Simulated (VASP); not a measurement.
# Al2O3 (R-3c) in VASP: notebook, part 2 of 3

VASP 6.6.1. Earlier steps stand in the parts before.

## (3) Single point, PBE (8.29 Å³/atom)

The input, INCAR:

```
PREC = Accurate
ENCUT = 520
EDIFF = 1E-7
ISMEAR = 0
SIGMA = 0.05
LREAL = F
LASPH = T
NELM = 60
ALGO = Normal
ISIF = 2
LWAVE = F
LCHARG = F
GGA = PE
NBANDS = 35
```

The input, KPOINTS:

```
regular mesh
0
Gamma
  6 6 6
```

The input, POSCAR:

```
Al2O3
1.0
    2.3188957477      1.3388150842      4.4504247191
   -2.3188957477      1.3388150842      4.4504247191
    0.0000000000     -2.6776301684      4.4504247191
Al O
4 6
Direct
    0.8521293568      0.8521293568      0.8521293568
    0.6478706432      0.6478706432      0.6478706432
    0.1478706432      0.1478706432      0.1478706432
    0.3521293568      0.3521293568      0.3521293568
    0.0561574040      0.4438425960      0.7500000000
    0.7500000000      0.0561574040      0.4438425960
    0.4438425960      0.7500000000      0.0561574040
    0.9438425960      0.5561574040      0.2500000000
    0.2500000000      0.9438425960      0.5561574040
    0.5561574040      0.2500000000      0.9438425960
```

Potentials or basis: VASP PAW PBE potentials, release 64 (Al, O).

Launch:

```console
> cat potpaw_PBE.64/Al/POTCAR potpaw_PBE.64/O/POTCAR > POTCAR
> mpirun -np 1 vasp_std > vasp.out
```

OUTCAR:

```text
PREC = Accurate
   ENCUT = 520
   EDIFF = 1E-7
   ISMEAR = 0
   LREAL = F
   LASPH = T
   NELM = 60
   ISIF = 2
   GGA = PE

 ion  position               nearest neighbor table
   1  0.852  0.852  0.852-  10 1.83   8 1.83   9 1.83   5 1.97   7 1.97   6 1.97   3 2.72   3 2.72
                             3 2.72   2 2.73   2 3.18   2 3.18   2 3.18
   2  0.648  0.648  0.648-   9 1.83   8 1.83  10 1.83   5 1.97   7 1.97   6 1.97   4 2.72   4 2.72
                             4 2.72   1 2.73   1 3.18   1 3.18   1 3.18
   3  0.148  0.148  0.148-   7 1.83   5 1.83   6 1.83   8 1.97   9 1.97  10 1.97   1 2.72   1 2.72
                             1 2.72   4 2.73   4 3.18   4 3.18   4 3.18
   4  0.352  0.352  0.352-   6 1.83   5 1.83   7 1.83   8 1.97   9 1.97  10 1.97   2 2.72   2 2.72
                             2 2.72   3 2.73   3 3.18   3 3.18   3 3.18
   5  0.056  0.444  0.750-   3 1.83   4 1.83   1 1.97   2 1.97
   6  0.750  0.056  0.444-   4 1.83   3 1.83   1 1.97   2 1.97
   7  0.444  0.750  0.056-   3 1.83   4 1.83   1 1.97   2 1.97
   8  0.944  0.556  0.250-   1 1.83   2 1.83   3 1.97   4 1.97
   9  0.250  0.944  0.556-   2 1.83   1 1.83   3 1.97   4 1.97
  10  0.556  0.250  0.944-   1 1.83   2 1.83   3 1.97   4 1.97

  LATTYP: Found a trigonal (rhomboedric) cell.
 ALAT       =     5.1938409197
 COS(alpha) =     0.6013285307

  Lattice vectors:

 A1 = (   2.3188957477,   1.3388150842,   4.4504247191)
 A2 = (  -2.3188957477,   1.3388150842,   4.4504247191)
 A3 = (   0.0000000000,  -2.6776301684,   4.4504247191)

Analysis of symmetry for initial positions (statically):
=====================================================================
 Subroutine PRICEL returns:
 Original cell was already a primitive cell.

 Routine SETGRP: Setting up the symmetry group for a
 trigonal (rhombohedral) supercell.

 Subroutine GETGRP returns: Found 12 space group operations
 (whereof  6 operations were pure point group operations)
 out of a pool of 12 trial point group operations.

The static configuration has the point symmetry S_6 .
 The point group associated with its full space group is D_3d.

Analysis of symmetry for dynamics (positions and initial velocities):
=====================================================================
 Subroutine PRICEL returns:
 Original cell was already a primitive cell.

 Routine SETGRP: Setting up the symmetry group for a
 trigonal (rhombohedral) supercell.

 Subroutine GETGRP returns: Found 12 space group operations
 (whereof  6 operations were pure point group operations)
 out of a pool of 12 trial point group operations.

The dynamic configuration has the point symmetry S_6 .
 The point group associated with its full space group is D_3d.

 Subroutine INISYM returns: Found 12 space group operations
 (whereof  6 operations are pure point group operations),
 and found     1 'primitive' translations

----------------------------------------------------------------------------------------

                                     Primitive cell

  volume of cell :      82.9000

  direct lattice vectors                    reciprocal lattice vectors
     2.318895748  1.338815084  4.450424719     0.215619870  0.124488190  0.074899218
    -2.318895748  1.338815084  4.450424719    -0.215619870  0.124488190  0.074899218
     0.000000000 -2.677630168  4.450424719     0.000000000 -0.248976380  0.074899218

  length of vectors
     5.193840920  5.193840920  5.193840920     0.259998328  0.259998328  0.259998328

  position of ions in fractional coordinates (direct lattice)
[... 82 lines left out ...]
   ions per type =               4   6
   NGX,Y,Z   is equivalent  to a cutoff of  12.80, 12.80, 12.80 a.u.
   NGXF,Y,Z  is equivalent  to a cutoff of  25.61, 25.61, 25.61 a.u.
 SYSTEM =  unknown system
   PREC   = accura    normal or accurate (medium, high low for compatibility)
   ISTART =      0    job   : 0-new  1-cont  2-samecut
   ICHARG =      2    charge: 1-file 2-atom 10-const
   ISPIN  =      1    spin polarized calculation?
   LNONCOLLINEAR =      F non collinear calculations
   LSORBIT =      F    spin-orbit coupling
   LASPH  =      T    aspherical Exc in radial PAW
   ENCUT  =  520.0 eV  38.22 Ry    6.18 a.u.   9.66  9.66  9.66*2*pi/ulx,y,z
   NELM   =     60;   NELMIN=  2; NELMDL= -5     # of ELM steps
   EDIFF  = 0.1E-06   stopping-criterion for ELM
   LREAL  =      F    real-space projection
   EDIFFG = 0.1E-05   stopping-criterion for IOM
   NSW    =      0    number of steps for IOM
   IBRION =     -1    ionic relax: 0-MD 1-quasi-New 2-CG
   NFREE  =      0    steps in history (QN), initial steepest desc. (CG)
   ISIF   =      2    stress and relaxation
   ISYM   =      2    0-nonsym 1-usesym 2-fastsym
   POTIM  = 0.5000    time-step for ionic-motion
   TEBEG  =    0.0;   TEEND  =   0.0 temperature during run
   PSTRESS=    0.0 pullay stress
   NELECT =      48.0000    total number of electrons
   NUPDOWN=      -1.0000    fix difference up-down
   EMIN   =  10.00;   EMAX   =-10.00  energy-range for DOS
   EFERMI =   0.00;   METHOD = LEGACY
   ISMEAR =     0;   SIGMA  =   0.05  broadening in eV -4-tet -1-fermi 0-gaus
   EFERMI_NEDOS =   21; number of points for ismear=-14 and -15
   IALGO  =     38    algorithm
   IMIX   =      4    mixing-type and parameters
     AMIX     =   0.40;   BMIX     =  1.00
     AMIX_MAG =   1.60;   BMIX_MAG =  1.00
  volume/ion in A,a.u.               =       8.29        55.94
  Fermi-wavevector in a.u.,A,eV,Ry     =   1.364490  2.578512 25.331780  1.861833
  Thomas-Fermi vector in A             =   2.490801
   LORBIT       =      0    0 simple, 1 ext, 2 COOP (PROOUT), +10 PAW based schemes
   GGA     = PE    functional components
   LHFCALC =     F    Hartree Fock is set to
   AEXX    =    0.0000 exact exchange contribution
   IVDW    =     0    specifies the selected vdW correction
   LEPSILON=     F    determine dielectric tensor
   LRPA    =     F    only Hartree local field effects (RPA)
 non-spin polarized calculation
 Gauss-broadening in eV      SIGMA  =   0.05
  energy-cutoff  :      520.00
  volume of cell :       82.90
 maximum number of plane-waves:      2254
 NGX is ok and might be reduce to    40
   NGX = 19   NGY = 19   NGZ = 19

 number of electron      48.0000001 magnetization

 Free energy of the ion-electron system (eV)
  ---------------------------------------------------
  ext. energy  EPLUGINS =         0.00000000
  ---------------------------------------------------
  free energy    TOTEN  =       -74.37539384 eV

  energy without entropy =      -74.37539384  energy(sigma->0) =      -74.37539384

 E-fermi :   6.8361     XC(G=0): -11.8068

 val. band max:        6.5685553935   @ k =   0.0000   0.0000   0.0000
 cond. band min:      12.9586456445   @ k =   0.0000   0.0000   0.0000
 fundamental gap:      6.3900902510
 Fermi energy:         6.8361100528

 k-point     1 :       0.0000    0.0000    0.0000
  band No.  band energies     occupation
      1     -13.0222      2.00000
      2     -10.8185      2.00000
      3     -10.2167      2.00000
      4     -10.2167      2.00000
      5      -9.9281      2.00000
      6      -9.9281      2.00000
[... 901 lines left out ...]
     34      19.9336      0.00000
     35      20.2619      0.00000

 [... further k-points ...]

------------------------ aborting loop because EDIFF is reached ----------------------------------------

  FORCE on cell =-STRESS in cart. coord.  units (eV):
  Direction    XX          YY          ZZ          XY          YZ          ZX
  --------------------------------------------------------------------------------------
  -------------------------------------------------------------------------------------
  Total       12.0078514     12.0078514     -0.6304523      0.0000000      0.0000000      0.0000000
  in kB      232.0712585    232.0712585    -12.1845160      0.0000000      0.0000000      0.0000000
  external PRESSURE =     150.6526670 kB  Pullay stress =       0.0000000 kB

 VOLUME and BASIS-vectors are now :
 -----------------------------------------------------------------------------
  energy-cutoff  :      520.00
  volume of cell :       82.90
      direct lattice vectors                 reciprocal lattice vectors
     2.318895748  1.338815084  4.450424719     0.215619870  0.124488190  0.074899218
    -2.318895748  1.338815084  4.450424719    -0.215619870  0.124488190  0.074899218
     0.000000000 -2.677630168  4.450424719     0.000000000 -0.248976380  0.074899218

 POSITION                                       TOTAL-FORCE (eV/Angst)
 -----------------------------------------------------------------------------------
      0.00000      0.00000     11.37701        -0.000000     -0.000000     -0.389974
      0.00000      0.00000      8.64990        -0.000000     -0.000000      0.389974
      0.00000      0.00000      1.97426        -0.000000     -0.000000      0.389974
      0.00000      0.00000      4.70138        -0.000000     -0.000000     -0.389974
     -0.89900     -1.33882      5.56303         0.164400     -0.000000      0.000000
      1.60895     -0.10915      5.56303        -0.082200      0.142374      0.000000
     -0.70995      1.44797      5.56303        -0.082200     -0.142374      0.000000
      0.89900      1.33882      7.78824        -0.164400     -0.000000     -0.000000
     -1.60895      0.10915      7.78824         0.082200     -0.142374      0.000000
      0.70995     -1.44797      7.78824         0.082200      0.142374      0.000000
 -----------------------------------------------------------------------------------
    total drift:                               -0.000000      0.000000      0.000000

  FREE ENERGIE OF THE ION-ELECTRON SYSTEM (eV)
  ---------------------------------------------------
  free  energy   TOTEN  =       -74.3753938414 eV

  energy  without entropy=      -74.3753938414  energy(sigma->0) =      -74.37539384
```

Wall time 2.5 min (1 thread of Intel Xeon 8259CL, shared host); peak memory 0.26 GiB.

What came out:

* Free energy: -74.3754 eV
* Pressure: 15.1 GPa
* Largest force: 0.390 eV/Å
* Band gap on the k mesh: 6.39 eV

Forces on the atoms (eV/Å):
```
Al   0.000  0.000 -0.390
Al   0.000  0.000  0.390
Al   0.000  0.000  0.390
Al   0.000  0.000 -0.390
O    0.164  0.000  0.000
O   -0.082  0.142  0.000
O   -0.082 -0.142  0.000
O   -0.164  0.000  0.000
O    0.082 -0.142  0.000
O    0.082  0.142  0.000
```

Caveat: the cell stands under pressure.

## (4) Single point, PBE (8.29 Å³/atom)

The input, INCAR:

```
SYSTEM = Al2O3
  ALGO = Normal
  EDIFF = 1E-6
  ENCUT = 520
  GGA = PE
  ISIF = 2
  ISMEAR = 0
  LASPH = .True.
  LCHARG = .False.
  LREAL = .False.
  LWAVE = .False.
  NBANDS = 35
  NELM = 60
  PREC = Accurate
  SIGMA = 0.05
```

The input, KPOINTS:

```
k-points
0
Gamma
  6 6 6
  0 0 0
```

POSCAR: that of step 3 with these lines changed.

```diff
@@ -2,5 +2,5 @@
 1.0
-    2.3188957477      1.3388150842      4.4504247191
-   -2.3188957477      1.3388150842      4.4504247191
-    0.0000000000     -2.6776301684      4.4504247191
+    2.3605857873      1.3628848397      4.2946159387
+   -2.3605857873      1.3628848397      4.2946159387
+    0.0000000000     -2.7257696795      4.2946159387
 Al O
```

Launch:

```console
> cat potpaw_PBE.64/Al/POTCAR potpaw_PBE.64/O/POTCAR > POTCAR
> mpirun -np 1 vasp_std > vasp.out
```

Run time: 2.6 min. Hardware: 1 thread of Intel Xeon 8259CL, shared host; peak memory 0.26 GiB.

It converged, with:

| Item | Value |
| --- | --- |
| Free energy | -74.6087 eV |
| Pressure | 14.1 GPa |
| Largest force | 0.062 eV/Å |
| Band gap on the k mesh | 6.54 eV |

Forces in eV/Å, atoms in the order of the input:
```
Al   0.000  0.000 -0.019
Al   0.000  0.000  0.019
Al   0.000  0.000  0.019
Al   0.000  0.000 -0.019
O    0.062  0.000  0.000
O   -0.031  0.053  0.000
O   -0.031 -0.053  0.000
O   -0.062  0.000  0.000
O    0.031 -0.053  0.000
O    0.031  0.053  0.000
```

Stress tensor (GPa, compression positive):
```
14.50  0.00  0.00
 0.00 14.50  0.00
 0.00  0.00 13.44
```

Levels at points of the mesh, in eV from the valence-band top:
```csv
k point,band 22,band 23,band 24,band 25,band 26,band 27
"(0.00, 0.00, 0.00)",-0.04,-0.04,0.00,6.54,9.33,11.07
"(0.50, 0.00, 0.00)",-0.94,-0.29,-0.29,9.71,9.71,9.94
"(0.50, 0.50, 0.00)",-0.94,-0.77,-0.27,9.75,10.04,10.20
"(0.50, 0.50, 0.50)",-0.39,-0.39,-0.39,8.95,8.95,11.32
```

Caveat: the cell stands under pressure.

[end of part 2 of 3]
